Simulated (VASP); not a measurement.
# Cs (P6_3/mmc) in VASP: notebook, part 3 of 3

VASP 6.6.1. Earlier steps stand in the parts before.

**4. Relaxation of cell and atoms, LDA, target pressure 5 GPa, at which the enthalpy is minimised**

This run uses another cell than the first one: it holds 2 atoms, not 4.

Input file INCAR:

```
  ALGO = Normal
  EDIFF = 1E-7
  EDIFFG = -0.005
  ENCUT = 500
  GGA_COMPAT = F
  IBRION = 2
  ISIF = 3
  ISMEAR = -1
  LASPH = T
  LCHARG = F
  LREAL = F
  LWAVE = F
  NELM = 120
  NELMIN = 4
  NSW = 32
  PREC = Accurate
  PSTRESS = 50.0
  SIGMA = 0.05
```

Input file KPOINTS:

```
k-points
0
Gamma
  12 12 6
```

Input file POSCAR:

```
Cs
1.0
    3.7444144983      0.0000000000      0.0000000000
   -1.8722072491      3.2427580778      0.0000000000
    0.0000000000      0.0000000000      5.9715101193
Cs
2
Direct
    0.3333333333      0.6666666667      0.2500000000
    0.6666666667      0.3333333333      0.7500000000
```

Potentials or basis: VASP PAW LDA potentials, release 64 (Cs_sv).

Run with:

```
> cat potpaw_LDA.64/Cs_sv/POTCAR > POTCAR
> mpirun -np 1 vasp_std > vasp.out
```

OUTCAR:

```text
EDIFF = 1E-7
   EDIFFG = -0.005
   ENCUT = 500
   IBRION = 2
   ISIF = 3
   ISMEAR = -1
   LASPH = T
   LREAL = F
   NELM = 120
   NELMIN = 4
   NSW = 32
   PREC = Accurate
   PSTRESS = 50.0

 ion  position               nearest neighbor table
   1  0.333  0.667  0.250-
   2  0.667  0.333  0.750-

  LATTYP: Found a hexagonal cell.
 ALAT       =     3.7444144983
 C/A-ratio  =     1.5947780680

  Lattice vectors:

 A1 = (   3.7444144983,   0.0000000000,   0.0000000000)
 A2 = (  -1.8722072491,   3.2427580778,   0.0000000000)
 A3 = (   0.0000000000,   0.0000000000,   5.9715101193)

Analysis of symmetry for initial positions (statically):
=====================================================================
 Subroutine PRICEL returns:
 Original cell was already a primitive cell.

 Routine SETGRP: Setting up the symmetry group for a
 hexagonal supercell.

 Subroutine GETGRP returns: Found 24 space group operations
 (whereof 12 operations were pure point group operations)
 out of a pool of 24 trial point group operations.

The static configuration has the point symmetry D_3d.
 The point group associated with its full space group is D_6h.

Analysis of symmetry for dynamics (positions and initial velocities):
[... 169 lines left out ...]
  Total        2.3533902      2.3533902      2.3878214      0.0000000      0.0000000     -0.0000000
  in kB       52.0022197     52.0022197     52.7630375      0.0000000      0.0000000     -0.0000000
  external PRESSURE =       2.2558257 kB  Pullay stress =      50.0000000 kB
[... 177 lines left out ...]
--------------------------------------- Ionic step        6  -------------------------------------------

 number of electron      18.0000003 magnetization

 Free energy of the ion-electron system (eV)
  ---------------------------------------------------
  ext. energy  EPLUGINS =         0.00000000
  ---------------------------------------------------
  free energy    TOTEN  =        -0.72073960 eV

  energy without entropy =       -0.69471768  energy(sigma->0) =       -0.70772864

 E-fermi :   4.9845     XC(G=0):  -9.2769

 val. band max:        4.9706884265   @ k =   0.2500   0.1667   0.3333
 cond. band min:       5.0120585536   @ k =   0.3333   0.2500   0.3333
 fundamental gap:      0.0413701271
 Fermi energy:         4.9844752663

 k-point     1 :       0.0000    0.0000    0.0000
  band No.  band energies     occupation
      1     -19.2355      2.00000
      2     -18.6609      2.00000
      3      -7.3624      2.00000
      4      -4.8103      2.00000
      5      -4.8103      2.00000
      6      -4.4150      2.00000
      7      -4.4150      2.00000
      8      -4.3334      2.00000
      9       3.4311      2.00000
     10       4.3480      1.99999
     11       7.8117      0.00000
     12       7.8117      0.00000
     13       8.0474      0.00000
[... 354 lines left out ...]
  band No.  band energies     occupation
      1     -18.8511      2.00000
      2     -18.5516      2.00000
      3      -6.8373      2.00000
      4      -6.3455      2.00000
      5      -6.0831      2.00000
      6      -5.3009      2.00000
      7      -4.7967      2.00000
      8      -4.7044      2.00000
      9       4.5262      1.99979
     10       4.9234      1.54492
     11       6.3427      0.00000
     12       6.9091      0.00000
     13       8.0421      0.00000

 [... further k-points ...]
[... 5 lines left out ...]
  --------------------------------------------------------------------------------------
  -------------------------------------------------------------------------------------
  Total        2.3528444      2.3528444      2.3606257      0.0000000     -0.0000000     -0.0000000
  in kB       49.8565740     49.8565740     50.0214595      0.0000000     -0.0000000     -0.0000000
  external PRESSURE =      -0.0884642 kB  Pullay stress =      50.0000000 kB
[... 21 lines left out ...]
  energy  without entropy=       -0.6947176773  energy(sigma->0) =       -0.70772864

  enthalpy is  TOTEN    =         1.6388733792 eV   P V=        2.3596129810

 reached required accuracy - stopping structural energy minimisation
```

OSZICAR:

```text
N       E                     dE             d eps       ncg     rms          rms(c)
DAV:   1     0.114857007109E+03    0.11486E+03   -0.76862E+03  1976   0.115E+03
DAV:   2     0.672294062263E+01   -0.10813E+03   -0.10463E+03  2863   0.198E+02
DAV:   3    -0.703994792969E+00   -0.74269E+01   -0.72951E+01  2606   0.564E+01
DAV:   4    -0.771664459836E+00   -0.67670E-01   -0.67498E-01  2346   0.610E+00
[... 50 lines left out ...]
DAV:   3    -0.720749953227E+00    0.77609E-03   -0.28306E-03  1976   0.314E-01    0.217E-02
DAV:   4    -0.720743168717E+00    0.67845E-05   -0.46487E-05  2281   0.441E-02    0.142E-02
DAV:   5    -0.720739735040E+00    0.34337E-05   -0.40353E-06  2326   0.140E-02    0.317E-03
DAV:   6    -0.720739612256E+00    0.12278E-06   -0.46209E-07  2231   0.427E-03    0.676E-04
DAV:   7    -0.720739601869E+00    0.10387E-07   -0.15373E-08  1083   0.101E-03
   6 F= 0.16388734E+01 E0= 0.16518843E+01  d E =-.201416E-02
```

CONTCAR:

```text
Cs
   1.00000000000000
     3.7911705667578328    0.0000000000187243   -0.0000000000000000
    -1.8955852833120765    3.2832500208386439   -0.0000000000000000
     0.0000000000000000    0.0000000000000000    6.0744096257284186
  Cs
     2
Direct
     0.3333333332999970    0.6666666667000030    0.2500000000000000
     0.6666666667000030    0.3333333332999970    0.7500000000000000

  0.00000000E+00  0.00000000E+00  0.00000000E+00
  0.00000000E+00  0.00000000E+00  0.00000000E+00
```

It took 2.1 min on 1 thread of AMD EPYC 9R45 (Zen 5), shared host; peak memory 0.17 GiB.

What came out:

```
Free energy                                                : -0.7207 eV
Relaxed volume                                             : 37.81 Å³/atom
Relaxed cell                                               : a = 3.791 Å, b = 3.791 Å, c = 6.074 Å, α = 90.00°, β = 90.00°, γ = 120.00°
Space group after relaxing (to 0.1 Å)                      : P6_3/mmc (No. 194)
Energy change on relaxing (the run minimises the enthalpy) : -49.4 meV/atom
Ionic steps                                                : 6
Pressure after relaxing                                    : 5.0 GPa
Band gap on the k mesh                                     : zero (bands 9 and 10 overlap by 1.28 eV)
```

Step by step:
```
step  energy change (eV)  largest force (eV/Å)  pressure (GPa)  volume (Å³)
   1              0.0000                0.0000            5.23        72.51
   2             -0.0174                0.0000            5.17        73.04
   3             -0.0666                0.0000            5.07        74.59
   4             -0.1632                0.0000            4.71        77.73
   5             -0.0853                0.0000            5.03        75.18
   6             -0.0988                0.0000            4.99        75.61
```

Final structure:
```
Cs
1.0
     3.79117    0.00000    0.00000
    -1.89559    3.28325    0.00000
     0.00000    0.00000    6.07441
Cs
2
Cartesian
  0.0000 2.1888 1.5186
  1.8956 1.0944 4.5558
```

Levels at points of the mesh, in eV from the Fermi level:
```csv
k point,band 7,band 8,band 9,band 10,band 11,band 12
"(0.00, 0.00, 0.00)",-9.40,-9.32,-1.55,-0.64,2.83,2.83
"(0.50, 0.00, 0.00)",-10.17,-9.73,-0.83,-0.10,0.25,2.53
"(0.00, 0.00, 0.50)",-9.60,-9.60,-0.21,-0.21,2.68,2.68
"(0.50, 0.00, 0.50)",-10.12,-10.12,-0.69,-0.69,0.79,0.79
```

Caveat: the cell is relaxed towards a set pressure, so the run minimises the enthalpy, not the energy; spin-orbit coupling is left out, which moves the levels of the heavy elements.

**5. Relaxation of cell and atoms, LDA, target pressure 5 GPa, at which the enthalpy is minimised**

This run uses another cell than the first one: it holds 2 atoms, not 4.

Input file INCAR:

```
SYSTEM = Cs
  PREC = Accurate
  ENCUT = 500
  EDIFF = 1E-7
  ISMEAR = -1
  SIGMA = 0.05
  LREAL = .FALSE.
  LASPH = .TRUE.
  NELM = 120
  ALGO = Normal
  ISIF = 3
  LWAVE = .FALSE.
  LCHARG = .FALSE.
  GGA = CA
  IBRION = 2
  NSW = 60
  EDIFFG = -0.005
  PSTRESS = 50.0
  GGA_COMPAT = .FALSE.
  NELMIN = 4
```

Input file KPOINTS:

```
regular mesh
0
G
  12 12 6
  0 0 0
```

Input file POSCAR:

```
Cs
1.0
    3.8340189141      0.0000000000      0.0000000000
   -1.9170094570      3.3203577782      0.0000000000
    0.0000000000      0.0000000000      6.2111106409
Cs
2
Direct
    0.3333333333      0.6666666667      0.2500000000
    0.6666666667      0.3333333333      0.7500000000
```

Run with:

```
> cat potpaw_LDA.64/Cs_sv/POTCAR > POTCAR
> mpirun -np 1 vasp_std > vasp.out
```

It took 2.5 min on 1 thread of AMD EPYC 9R45 (Zen 5), shared host; peak memory 0.17 GiB.

Results (log left out):

```
Free energy                                                : -0.7198 eV
Relaxed volume                                             : 37.77 Å³/atom
Relaxed cell                                               : a = 3.788 Å, b = 3.788 Å, c = 6.079 Å, α = 90.00°, β = 90.00°, γ = 120.00°
Space group after relaxing (to 0.1 Å)                      : P6_3/mmc (No. 194)
Energy change on relaxing (the run minimises the enthalpy) : +52.5 meV/atom
Ionic steps                                                : 9
Pressure after relaxing                                    : 5.0 GPa
Band gap on the k mesh                                     : zero (bands 9 and 10 overlap by 1.29 eV)
```

Step by step:
```csv
step,energy change (eV),largest force (eV/Å),pressure (GPa),volume (Å³)
1,0.0000,0.0000,4.52,79.07
2,0.0387,0.0000,4.73,77.73
3,0.0906,0.0000,4.96,76.01
4,0.1000,0.0000,4.99,75.71
5,0.1029,0.0000,5.00,75.62
6,0.1050,0.0000,5.01,75.55
7,0.1049,0.0000,5.01,75.55
8,0.1049,0.0000,5.01,75.55
9,0.1049,0.0000,5.00,75.55
```

Final structure:
```yaml
crystal:
  lattice:
    - [3.78809, 0.00000, 0.00000]
    - [-1.89404, 3.28058, 0.00000]
    - [0.00000, 0.00000, 6.07929]
  atoms:
    - { symbol: Cs, position: [0.33333, 0.66667, 0.25000] }
    - { symbol: Cs, position: [0.66667, 0.33333, 0.75000] }
```

Levels at points of the mesh, in eV from the Fermi level:
```csv
k point,band 6,band 7,band 8,band 9,band 10,band 11,band 12,band 13
"(0.00, 0.00, 0.00)",-9.40,-9.40,-9.32,-1.55,-0.63,2.83,2.83,3.05
"(0.50, 0.00, 0.00)",-10.47,-10.17,-9.73,-0.83,-0.11,0.24,2.54,3.67
"(0.00, 0.00, 0.50)",-9.60,-9.60,-9.60,-0.21,-0.21,2.68,2.68,2.79
"(0.50, 0.00, 0.50)",-10.12,-10.12,-10.12,-0.69,-0.69,0.78,0.78,4.59
```

Caveat: the cell is relaxed towards a set pressure, so the run minimises the enthalpy, not the energy; spin-orbit coupling is left out, which moves the levels of the heavy elements.

**6. The runs side by side**

```tsv
task	cell	k mesh	gap on the mesh (eV)	pressure (GPa)
single point	a = 3.790, b = 3.790, c = 12.074 Å, angles 90.0, 90.0, 120.0°, 4 atoms, atomic positions A	10 × 10 × 3	none	5.1
relaxation of cell and atoms	relaxed to 5 GPa from a = 3.744, b = 3.744, c = 5.972 Å, angles 90.0, 90.0, 120.0°, 2 atoms, atomic positions B	12 × 12 × 6	none	5.0
relaxation of cell and atoms	relaxed to 5 GPa from a = 3.834, b = 3.834, c = 6.211 Å, angles 90.0, 90.0, 120.0°, 2 atoms, atomic positions B	12 × 12 × 6	none	5.0
```

Alike in all rows: level LDA; potentials or basis VASP PAW LDA potentials, release 64 (Cs_sv); no spin polarisation; cutoff (eV) 500; smearing fermi-dirac 0.05 eV.

Caveats: spin-orbit coupling is left out, which moves the levels of the heavy elements; the cell is relaxed towards a set pressure, so the run minimises the enthalpy, not the energy (at least some runs); the cell stands under pressure (at least some runs).

Absolute energies hang on the potentials; compare differences alone.

The gap in the log of VASP goes by the Fermi energy; the results here count the filled bands.